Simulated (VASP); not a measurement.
# PbO (I4/mmm) in VASP: single point with r2SCAN

Aim: the single point of PbO with r2SCAN.

Program: VASP 6.6.1. These are calculated values, not measurements. Logs are shortened: lines on timing, memory, paths and dates and some standing lists are left out, and cuts for length are marked.

**1. The cell of the first run**

Symmetry: I4/mmm, No. 139, tetragonal system. The conventional cell has a = 3.847 Å, b = 3.847 Å, c = 5.072 Å, α = 90.00°, β = 90.00°, γ = 90.00°. Pb (site symmetry 4/mmm) has 6 O at 2.54 to 2.72 Å within 3.3 Å. Within 3.3 Å of O (site symmetry 4/mmm) lie 6 Pb at 2.54 to 2.72 Å.

**2. Single point, r2SCAN (epitaxial xy strain +4.4%)**

File POSCAR:

```
PbO
1.0
    0.0000000000      2.7204223115      2.5361164145
    2.7204223115      0.0000000000      2.5361164145
    2.7204223115      2.7204223115      0.0000000000
Pb O
1 1
Direct
    0.0000000000      0.0000000000      0.0000000000
    0.5000000000      0.5000000000      0.5000000000
```

File INCAR.step1:

```
SYSTEM = PbO
ALGO     = Normal         ! electronic algorithm
EDIFF    = 1E-4           ! SCF threshold, eV
ENCUT    = 520            ! plane-wave cutoff, eV
GGA      = PE             ! functional
ISMEAR   = -1             ! smearing method
LASPH    = .True.         ! aspherical terms in the spheres
LCHARG   = .False.        ! write CHGCAR
LREAL    = .False.        ! projectors in reciprocal space
LWAVE    = .True.         ! write WAVECAR
NBANDS   = 17             ! bands
NELM     = 100            ! most SCF steps
PREC     = Accurate       ! precision mode
SIGMA    = 0.02           ! smearing width, eV
```

File INCAR.step2:

```
SYSTEM = PbO
ALGO     = Normal         ! electronic algorithm
EDIFF    = 1E-6           ! SCF threshold, eV
ENCUT    = 520            ! plane-wave cutoff, eV
ISIF     = 2              ! what is computed and relaxed
ISMEAR   = -1             ! smearing method
ISTART   = 1            
LASPH    = .True.         ! aspherical terms in the spheres
LCHARG   = .False.        ! write CHGCAR
LMIXTAU  = .True.       
LREAL    = .False.        ! projectors in reciprocal space
LWAVE    = .False.        ! write WAVECAR
METAGGA  = R2SCAN         ! meta-GGA
NBANDS   = 17             ! bands
NELM     = 100            ! most SCF steps
PREC     = Accurate       ! precision mode
SIGMA    = 0.02           ! smearing width, eV
```

File KPOINTS:

```
k-points
0
Gamma
  8 8 8
  0 0 0
```

Potentials or basis: VASP PAW PBE potentials, release 64 (Pb_d, O).

Launch:

```console
$ cat potpaw_PBE.64/Pb_d/POTCAR potpaw_PBE.64/O/POTCAR > POTCAR
$ cp INCAR.step1 INCAR
$ mpirun -np 1 vasp_std > vasp.out
$ cp INCAR.step2 INCAR
$ mpirun -np 1 vasp_std > vasp.out
```

OUTCAR:

```text
SYSTEM = PbO
   EDIFF = 1E-6
   ENCUT = 520
   ISIF = 2
   ISMEAR = -1
   ISTART = 1
   LASPH = .True.
   LREAL = .False.
   METAGGA = R2SCAN
   NELM = 100
   PREC = Accurate

 ion  position               nearest neighbor table
   1  0.000  0.000  0.000-   2 2.54   2 2.54   2 2.72   2 2.72   2 2.72   2 2.72
   2  0.500  0.500  0.500-   1 2.54   1 2.54   1 2.72   1 2.72   1 2.72   1 2.72

  LATTYP: Found a body centered tetragonal cell.
 ALAT       =     3.8472581283
 C/A-ratio  =     1.3184020047

  Lattice vectors:

 A1 = (   0.0000000000,  -2.7204223115,  -2.5361164145)
 A2 = (   0.0000000000,   2.7204223115,  -2.5361164145)
 A3 = (   2.7204223115,   0.0000000000,   2.5361164145)

Analysis of symmetry for initial positions (statically):
=====================================================================
 Subroutine PRICEL returns:
 Original cell was already a primitive cell.

 Routine SETGRP: Setting up the symmetry group for a
 body centered tetragonal supercell.

 Subroutine GETGRP returns: Found 16 space group operations
 (whereof 16 operations were pure point group operations)
 out of a pool of 16 trial point group operations.

The static configuration has the point symmetry D_4h.

Analysis of symmetry for dynamics (positions and initial velocities):
=====================================================================
 Subroutine PRICEL returns:
 Original cell was already a primitive cell.

 Routine SETGRP: Setting up the symmetry group for a
 body centered tetragonal supercell.

 Subroutine GETGRP returns: Found 16 space group operations
 (whereof 16 operations were pure point group operations)
 out of a pool of 16 trial point group operations.

The dynamic configuration has the point symmetry D_4h.

 Subroutine INISYM returns: Found 16 space group operations
 (whereof 16 operations are pure point group operations),
 and found     1 'primitive' translations

----------------------------------------------------------------------------------------

                                     Primitive cell

  volume of cell :      37.5381

  direct lattice vectors                    reciprocal lattice vectors
     0.000000000  2.720422312  2.536116414    -0.183794993  0.183794993  0.197151833
     2.720422312  0.000000000  2.536116414     0.183794993 -0.183794993  0.197151833
     2.720422312  2.720422312  0.000000000     0.183794993  0.183794993 -0.197151833

[... 74 lines left out ...]
   PREC   = accura    normal or accurate (medium, high low for compatibility)
   ISTART =      1    job   : 0-new  1-cont  2-samecut
   ICHARG =      0    charge: 1-file 2-atom 10-const
   ISPIN  =      1    spin polarized calculation?
   LNONCOLLINEAR =      F non collinear calculations
   LSORBIT =      F    spin-orbit coupling
   LASPH  =      T    aspherical Exc in radial PAW
   ENCUT  =  520.0 eV  38.22 Ry    6.18 a.u.   6.92  6.92  7.15*2*pi/ulx,y,z
   NELM   =    100;   NELMIN=  2; NELMDL=  0     # of ELM steps
   EDIFF  = 0.1E-05   stopping-criterion for ELM
   LREAL  =      F    real-space projection
   EDIFFG = 0.1E-04   stopping-criterion for IOM
   NSW    =      0    number of steps for IOM
   IBRION =     -1    ionic relax: 0-MD 1-quasi-New 2-CG
   NFREE  =      0    steps in history (QN), initial steepest desc. (CG)
   ISIF   =      2    stress and relaxation
   ISYM   =      2    0-nonsym 1-usesym 2-fastsym
   POTIM  = 0.5000    time-step for ionic-motion
   TEBEG  =    0.0;   TEEND  =   0.0 temperature during run
   PSTRESS=    0.0 pullay stress
   NELECT =      20.0000    total number of electrons
   NUPDOWN=      -1.0000    fix difference up-down
   EMIN   =  10.00;   EMAX   =-10.00  energy-range for DOS
   EFERMI =   0.00;   METHOD = LEGACY
   ISMEAR =    -1;   SIGMA  =   0.02  broadening in eV -4-tet -1-fermi 0-gaus
   EFERMI_NEDOS =   21; number of points for ismear=-14 and -15
   IALGO  =     38    algorithm
   IMIX   =      4    mixing-type and parameters
     AMIX     =   0.40;   BMIX     =  1.00
     AMIX_MAG =   1.60;   BMIX_MAG =  1.00
  volume/ion in A,a.u.               =      18.77       126.66
  Fermi-wavevector in a.u.,A,eV,Ry     =   1.327173  2.507993 23.965142  1.761388
  Thomas-Fermi vector in A             =   2.456505
   LORBIT       =      0    0 simple, 1 ext, 2 COOP (PROOUT), +10 PAW based schemes
   METAGGA = R2SCAN    functional components
   LHFCALC =     F    Hartree Fock is set to
   AEXX    =    0.0000 exact exchange contribution
   IVDW    =     0    specifies the selected vdW correction
   LEPSILON=     F    determine dielectric tensor
   LRPA    =     F    only Hartree local field effects (RPA)
 non-spin polarized calculation
  energy-cutoff  :      520.00
  volume of cell :       37.54
 maximum number of plane-waves:      1034
   NGX = 13   NGY = 13   NGZ = 15

 number of electron      20.0000003 magnetization

 Free energy of the ion-electron system (eV)
  ---------------------------------------------------
  ext. energy  EPLUGINS =         0.00000000
  ---------------------------------------------------
  free energy    TOTEN  =       -64.22733380 eV

  energy without entropy =      -64.22728242  energy(sigma->0) =      -64.22730811

 E-fermi :   6.0384     XC(G=0): -10.9585

 val. band max:        5.9560798155   @ k =   0.5000   0.0000   0.0000
 cond. band min:       6.1207411230   @ k =   0.5000   0.0000   0.0000
 fundamental gap:      0.1646613075
 Fermi energy:         6.0384105353

 k-point     1 :       0.0000    0.0000    0.0000
  band No.  band energies     occupation
      1     -12.6797      2.00000
      2     -11.2572      2.00000
      3     -11.2454      2.00000
      4     -11.2454      2.00000
      5     -11.1883      2.00000
      6     -11.0386      2.00000
[... 457 lines left out ...]
      4     -11.2046      2.00000
      5     -11.1046      2.00000
      6     -10.9668      2.00000
[... 9 lines left out ...]
     16      21.2646      0.00000
     17      21.6257      0.00000

 [... further k-points ...]
[... 5 lines left out ...]
  --------------------------------------------------------------------------------------
  -------------------------------------------------------------------------------------
  Total       -1.4662036     -1.4662036      0.0517891      0.0000000     -0.0000000      0.0000000
  in kB      -62.5796334    -62.5796334      2.2104329      0.0000000     -0.0000000      0.0000000
  external PRESSURE =     -40.9829447 kB  Pullay stress =       0.0000000 kB

 VOLUME and BASIS-vectors are now :
 -----------------------------------------------------------------------------
  energy-cutoff  :      520.00
  volume of cell :       37.54
      direct lattice vectors                 reciprocal lattice vectors
     0.000000000  2.720422312  2.536116414    -0.183794993  0.183794993  0.197151833
     2.720422312  0.000000000  2.536116414     0.183794993 -0.183794993  0.197151833
     2.720422312  2.720422312  0.000000000     0.183794993  0.183794993 -0.197151833

 POSITION                                       TOTAL-FORCE (eV/Angst)
 -----------------------------------------------------------------------------------
      0.00000      0.00000      0.00000         0.000000      0.000000      0.000000
      2.72042      2.72042      2.53612         0.000000      0.000000      0.000000
 -----------------------------------------------------------------------------------
    total drift:                                0.000000      0.000000      0.000000

  FREE ENERGIE OF THE ION-ELECTRON SYSTEM (eV)
  ---------------------------------------------------
  free  energy   TOTEN  =       -64.2273337962 eV

  energy  without entropy=      -64.2272824227  energy(sigma->0) =      -64.22730811
```

OSZICAR.step1:

```text
N       E                     dE             d eps       ncg     rms          rms(c)
DAV:   1     0.174025385116E+03    0.17403E+03   -0.10352E+04  2022   0.138E+03
DAV:   2     0.122171504545E+01   -0.17280E+03   -0.16450E+03  2137   0.353E+02
DAV:   3    -0.123678499646E+02   -0.13590E+02   -0.13506E+02  2465   0.106E+02
DAV:   4    -0.126512172960E+02   -0.28337E+00   -0.28316E+00  2620   0.159E+01
DAV:   5    -0.126597898781E+02   -0.85726E-02   -0.85719E-02  2843   0.270E+00    0.878E+00
DAV:   6    -0.107295711316E+02    0.19302E+01   -0.16563E+01  2680   0.275E+01    0.557E+00
DAV:   7    -0.103650595614E+02    0.36451E+00   -0.25412E+00  2424   0.122E+01    0.153E+00
DAV:   8    -0.104229359416E+02   -0.57876E-01   -0.62420E-01  2272   0.786E+00    0.186E+00
DAV:   9    -0.103449415036E+02    0.77994E-01   -0.13912E-01  2374   0.468E+00    0.224E-01
DAV:  10    -0.103459123217E+02   -0.97082E-03   -0.11108E-02  2331   0.798E-01    0.171E-01
DAV:  11    -0.103455814291E+02    0.33089E-03   -0.12981E-03  2346   0.261E-01    0.341E-02
DAV:  12    -0.103455613165E+02    0.20113E-04   -0.63006E-05  1322   0.819E-02
   1 F= -.10345561E+02 E0= -.10345561E+02  d E =-.445440E-06
```

It took 2 min on 1 thread of Intel Xeon Platinum 8375C at 2.90GHz (Ice Lake), shared host; peak memory 0.19 GiB.

Results:

```
Free energy            : -64.2273 eV
Pressure               : -4.1 GPa
Band gap on the k mesh : 0.16 eV, direct
```

Stress tensor (GPa, compression positive):
```
-6.26  0.00  0.00
 0.00 -6.26  0.00
 0.00  0.00  0.22
```

Levels at points of the mesh, in eV from the valence-band top:
```
           k point  band 7  band 8  band 9  band 10  band 11  band 12  band 13  band 14
(0.00, 0.00, 0.00)   -7.82   -2.82   -2.40    -2.40     7.59     7.59     9.14    10.68
(0.50, 0.00, 0.00)   -8.71   -2.20   -2.13     0.00     0.16     4.55     5.49    10.12
(0.50, 0.50, 0.00)   -6.35   -5.31   -3.55    -3.55     4.47     5.85     5.85     6.38
(0.50, 0.00, 0.50)   -6.42   -5.27   -3.74    -3.15     3.78     5.98     6.96     7.03
```

Caveat: the cell differs from its parent crystal (epitaxial xy strain +4.4%); the PAW data sets were made with another functional, which shifts forces and pressure a little; spin-orbit coupling is left out, which moves the levels of the heavy elements. A k mesh can miss the band edges.
